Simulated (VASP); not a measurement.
# La2VO4 (I4/mmm) in VASP: settings compared, part 2 of 2

VASP 6.6.1.

### Step 3. Single point, RPBE

Contents of INCAR:

```
SYSTEM = La2VO4
PREC     = Accurate       ! precision mode
ENCUT    = 520            ! plane-wave cutoff, eV
EDIFF    = 1E-6           ! SCF threshold, eV
ISMEAR   = -1             ! smearing method
SIGMA    = 0.1            ! smearing width, eV
LREAL    = .FALSE.        ! projectors in reciprocal space
LASPH    = .TRUE.         ! aspherical terms in the spheres
NELM     = 100            ! most SCF steps
ALGO     = Normal         ! electronic algorithm
ISIF     = 2              ! what is computed and relaxed
LWAVE    = .FALSE.        ! write WAVECAR
LCHARG   = .FALSE.        ! write CHGCAR
GGA      = RP             ! functional
NBANDS   = 38             ! bands
NELECT   = 57.0
```

Contents of KPOINTS:

```
Automatic mesh
0
G
  5 5 5
  0 0 0
```

Contents of POSCAR:

```
La2VO4
1.0
    0.0000000000      3.9710753400      0.0000000000
    3.9710753400      0.0000000000      0.0000000000
    1.9855376700      1.9855376700     -6.4970518200
La V O
2 1 4
Direct
    0.3625000000      0.3625000000      0.2750000000
    0.6375000000      0.6375000000      0.7250000000
    0.0000000000      0.0000000000      0.0000000000
    0.5000000000      0.0000000000      0.0000000000
    0.0000000000      0.5000000000      0.0000000000
    0.1797000000      0.1797000000      0.6406000000
    0.8203000000      0.8203000000      0.3594000000
```

Potentials or basis: VASP PAW PBE potentials, release 64 (La, V_sv, O).

The run is started by

```bash
$ cat potpaw_PBE.64/La/POTCAR potpaw_PBE.64/V_sv/POTCAR potpaw_PBE.64/O/POTCAR > POTCAR
$ mpirun -np 1 vasp_std > vasp.out
```

OUTCAR:

```text
SYSTEM = La2VO4
   PREC = Accurate
   ENCUT = 520
   EDIFF = 1E-6
   ISMEAR = -1
   LREAL = .FALSE.
   LASPH = .TRUE.
   NELM = 100
   ISIF = 2
   GGA = RP
   NELECT = 57.0

 ion  position               nearest neighbor table
   1  0.362  0.362  0.275-   6 2.38   5 2.67   4 2.67   4 2.67   5 2.67   2 3.57
   2  0.638  0.638  0.725-   7 2.38   5 2.67   4 2.67   4 2.67   5 2.67   1 3.57
   3  0.000  0.000  0.000-   4 1.99   5 1.99   5 1.99   4 1.99   6 2.34   7 2.34
   4  0.500  0.000  0.000-   3 1.99   3 1.99   1 2.67   2 2.67   1 2.67   2 2.67
   5  0.000  0.500  0.000-   3 1.99   3 1.99   1 2.67   2 2.67   2 2.67   1 2.67
   6  0.180  0.180  0.641-   3 2.34   1 2.38
   7  0.820  0.820  0.359-   3 2.34   2 2.38

  LATTYP: Found a body centered tetragonal cell.
 ALAT       =     3.9710753400
 C/A-ratio  =     3.2721876387

  Lattice vectors:

 A1 = (  -1.9855376700,   1.9855376700,   6.4970518200)
 A2 = (   1.9855376700,  -1.9855376700,   6.4970518200)
 A3 = (   1.9855376700,   1.9855376700,  -6.4970518200)

[... 178 lines left out ...]

 val. band max:        7.3299721885   @ k =  -0.4000   0.0000   0.2000
 cond. band min:       7.3913625748   @ k =   0.0000   0.0000   0.4000
 fundamental gap:      0.0613903864
 Fermi energy:         7.3365206771

 k-point     1 :       0.0000    0.0000    0.0000
  band No.  band energies     occupation
      1     -58.5558      2.00000
      2     -32.2989      2.00000
      3     -32.2989      2.00000
      4     -32.1713      2.00000
      5     -23.6827      2.00000
      6     -23.5387      2.00000
[... 727 lines left out ...]
     37      11.1521      0.00000
     38      11.1638      0.00000

------------------------ aborting loop because EDIFF is reached ----------------------------------------

  FORCE on cell =-STRESS in cart. coord.  units (eV):
  Direction    XX          YY          ZZ          XY          YZ          ZX
  --------------------------------------------------------------------------------------
  -------------------------------------------------------------------------------------
  Total      -26.9551226    -26.9551226    -28.5071041      0.0000000      0.0000000      0.0000000
  in kB     -421.5210918   -421.5210918   -445.7907992      0.0000000      0.0000000      0.0000000
  external PRESSURE =    -429.6109943 kB  Pullay stress =       0.0000000 kB

 VOLUME and BASIS-vectors are now :
 -----------------------------------------------------------------------------
  energy-cutoff  :      520.00
  volume of cell :      102.45
      direct lattice vectors                 reciprocal lattice vectors
     0.000000000  3.971075340  0.000000000     0.000000000  0.251820959  0.076957982
     3.971075340  0.000000000  0.000000000     0.251820959  0.000000000  0.076957982
     1.985537670  1.985537670 -6.497051820     0.000000000  0.000000000 -0.153915965

 POSITION                                       TOTAL-FORCE (eV/Angst)
 -----------------------------------------------------------------------------------
      1.98554      1.98554     -1.78669         0.000000      0.000000     -2.503287
      3.97108      3.97108     -4.71036        -0.000000     -0.000000      2.503287
      0.00000      0.00000      0.00000         0.000000      0.000000      0.000000
      0.00000      1.98554      0.00000        -0.000000     -0.000000      0.000000
      1.98554      0.00000      0.00000        -0.000000     -0.000000      0.000000
      1.98554      1.98554     -4.16201         0.000000      0.000000     -2.383346
      3.97108      3.97108     -2.33504        -0.000000     -0.000000      2.383346
 -----------------------------------------------------------------------------------
    total drift:                               -0.000000     -0.000000      0.000000

  FREE ENERGIE OF THE ION-ELECTRON SYSTEM (eV)
  ---------------------------------------------------
  free  energy   TOTEN  =       -72.9387968005 eV

  energy  without entropy=      -72.8207377493  energy(sigma->0) =      -72.87976727
```

OSZICAR:

```text
N       E                     dE             d eps       ncg     rms          rms(c)
DAV:   1     0.722484257012E+03    0.72248E+03   -0.23483E+04  1528   0.227E+03
DAV:   2     0.127644108201E+03   -0.59484E+03   -0.55081E+03  1576   0.442E+02
DAV:   3    -0.568750838936E+02   -0.18452E+03   -0.17836E+03  2112   0.221E+02
[... 11 lines left out ...]
DAV:  15    -0.729392828661E+02    0.33452E-03   -0.56625E-03  2336   0.509E-01    0.258E-01
DAV:  16    -0.729387732443E+02    0.50962E-03   -0.18011E-03  2272   0.257E-01    0.783E-02
DAV:  17    -0.729388438668E+02   -0.70623E-04   -0.32479E-04  2408   0.126E-01    0.832E-02
DAV:  18    -0.729387976799E+02    0.46187E-04   -0.15701E-04  2064   0.823E-02    0.215E-02
DAV:  19    -0.729387964395E+02    0.12404E-05   -0.37263E-05  2432   0.400E-02    0.767E-03
DAV:  20    -0.729387968005E+02   -0.36102E-06   -0.85143E-06  1888   0.192E-02
   1 F= -.72938797E+02 E0= -.72879767E+02  d E =-.118059E+00
```

stdout:

```text
POSCAR found type information on POSCAR LaV O
 POSCAR found :  3 types and       7 ions
 scaLAPACK will be used
 -----------------------------------------------------------------------------
|                                                                             |
|                                                                             |
|     You enforced a specific xc type in the INCAR file but a different       |
|     I HOPE YOU KNOW WHAT YOU ARE DOING!                                     |
|                                                                             |
 -----------------------------------------------------------------------------

 LDA part: xc-table for (Slater+PW92), standard interpolation
 POSCAR, INCAR and KPOINTS ok, starting setup
 FFT: planning ... GRIDC
 FFT: planning ... GRID_SOFT
 FFT: planning ... GRID
 WAVECAR not read
 entering main loop
 the old and the new charge density differ
 old charge density:    59.00000 new   57.00000
    0.284E+01
```

Run time: 2.1 min. Hardware: 1 thread of Intel Xeon Platinum 8488C (Sapphire Rapids), shared host; peak memory 0.25 GiB.

What came out:

```yaml
Free_energy: -72.9388 eV
Largest_force: 2.503 eV/Å
```

Forces in eV/Å, atoms in the order of the input:
```
La   0.000  0.000 -2.503
La   0.000  0.000  2.503
V    0.000  0.000  0.000
O    0.000  0.000  0.000
O    0.000  0.000  0.000
O    0.000  0.000 -2.383
O    0.000  0.000  2.383
```

Caveat: the cell carries a net charge on a neutralising background, which shifts energy and pressure; the cell is charged against a uniform background, so pressure and absolute levels hang on convention; the PAW data sets were made with another functional, which shifts forces and pressure a little; spin-orbit coupling is left out, which moves the levels of the heavy elements; an odd number of electrons without spin polarisation forces a metal; a magnetic or distorted state may lie lower; the run has no spin polarisation, though such a crystal can be magnetic; semilocal functionals often make such compounds metallic where correlation or magnetic order opens a gap, which also shifts bond lengths.

### Step 4. Single point, r2SCAN+U

POSCAR is that of step 3.

Contents of INCAR.step1:

```
ALGO = Normal
EDIFF = 1E-4
ENCUT = 520
GGA = PE
ISMEAR = -1
LASPH = T
LCHARG = F
LDAU = T
LDAUJ = 0 0 0
LDAUL = 3 -1 -1
LDAUTYPE = 2
LDAUU = 4 0 0
LMAXMIX = 6
LREAL = F
LWAVE = T
NBANDS = 38
NELECT = 57.0
NELM = 150
PREC = Accurate
SIGMA = 0.1
```

Contents of INCAR.step2:

```
ALGO = Normal
EDIFF = 1E-7
ENCUT = 520
ISIF = 2
ISMEAR = -1
ISTART = 1
LASPH = T
LCHARG = F
LDAU = T
LDAUJ = 0 0 0
LDAUL = 3 -1 -1
LDAUPRINT = 1
LDAUTYPE = 2
LDAUU = 4 0 0
LMAXMIX = 6
LMIXTAU = T
LREAL = F
LWAVE = F
METAGGA = R2SCAN
NBANDS = 38
NELECT = 57.0
NELM = 150
PREC = Accurate
SIGMA = 0.1
```

Contents of KPOINTS:

```
k-points
0
Gamma
  5 5 5
```

The run is started by

```bash
$ cat potpaw_PBE.64/La/POTCAR potpaw_PBE.64/V_sv/POTCAR potpaw_PBE.64/O/POTCAR > POTCAR
$ cp INCAR.step1 INCAR
$ mpirun -np 1 vasp_std > vasp.out
$ cp INCAR.step2 INCAR
$ mpirun -np 1 vasp_std > vasp.out
```

Wall time 9.1 min (1 thread of Intel Xeon Platinum 8488C (Sapphire Rapids), shared host); peak memory 0.26 GiB.

Results (log left out):

* Free energy: -135.9194 eV
* Largest force: 2.887 eV/Å

Forces on the atoms (eV/Å):
```
La   0.000  0.000 -2.502
La   0.000  0.000  2.502
V    0.000  0.000  0.000
O    0.000  0.000  0.000
O    0.000  0.000  0.000
O    0.000  0.000 -2.887
O    0.000  0.000  2.887
```

Levels at points of the mesh, in eV from the Fermi level:
```tsv
k point	band 25	band 26	band 27	band 28	band 29	band 30	band 31	band 32
(0.00, 0.00, 0.00)	-1.97	-1.33	-1.25	-1.25	-0.74	-0.27	-0.27	1.17
```

Eigenvalues of the final occupation matrices:
```tsv
site	spin	trace	eigenvalues
site 1 f	1	0.05	0.00 0.00 0.00 0.01 0.01 0.01 0.01
site 1 f	2	0.05	0.00 0.00 0.00 0.01 0.01 0.01 0.01
site 2 f	1	0.05	0.00 0.00 0.00 0.01 0.01 0.01 0.01
site 2 f	2	0.05	0.00 0.00 0.00 0.01 0.01 0.01 0.01
```

Caveat: the cell carries a net charge on a neutralising background, which shifts energy and pressure; the cell is charged against a uniform background, so pressure and absolute levels hang on convention; the PAW data sets were made with another functional, which shifts forces and pressure a little; spin-orbit coupling is left out, which moves the levels of the heavy elements; an odd number of electrons without spin polarisation forces a metal; a magnetic or distorted state may lie lower; the run has no spin polarisation, though such a crystal can be magnetic; U without spin polarisation on a metal has little footing.
